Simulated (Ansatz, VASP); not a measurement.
One calculation of MgO, two programs

```
CELL_PARAMETERS angstrom
0.00000 2.10752 2.10752
2.10752 0.00000 2.10752
2.10752 2.10752 0.00000
ATOMIC_POSITIONS crystal
Mg 0.00000 0.00000 0.00000
O 0.50000 0.50000 0.50000
```

Alike in both runs: task single point; functional PBEsol; k mesh 10 × 10 × 10; occupations gaussian, width 0.02 eV; no spin polarisation.

|  | VASP | Ansatz |
| --- | --- | --- |
| version | VASP 6.6.1 | Ansatz 0.2.0 |
| potentials or method | VASP PAW PBE potentials, release 64 (Mg, O), cutoff 600 eV | scalar-relativistic, plane waves, PAW |
| valence electrons in the cell | 8 | 16 |

|  | VASP | Ansatz | Ansatz less VASP |
| --- | --- | --- | --- |
| gap on the k mesh at the Fermi level (eV) | 4.62 | 4.62 | +0.005 |
| least direct gap on the mesh (eV) | 4.62 | 4.62 | +0.005 |
| pressure (GPa) | -0.8 | 0.0 | +0.81 |

VASP's potentials were made for PBE, not for PBEsol, and Ansatz warns of the same on its side. VASP's potentials hold 8 valence electrons a cell and Ansatz's 16, so a difference there can come from the potentials and not from the codes.
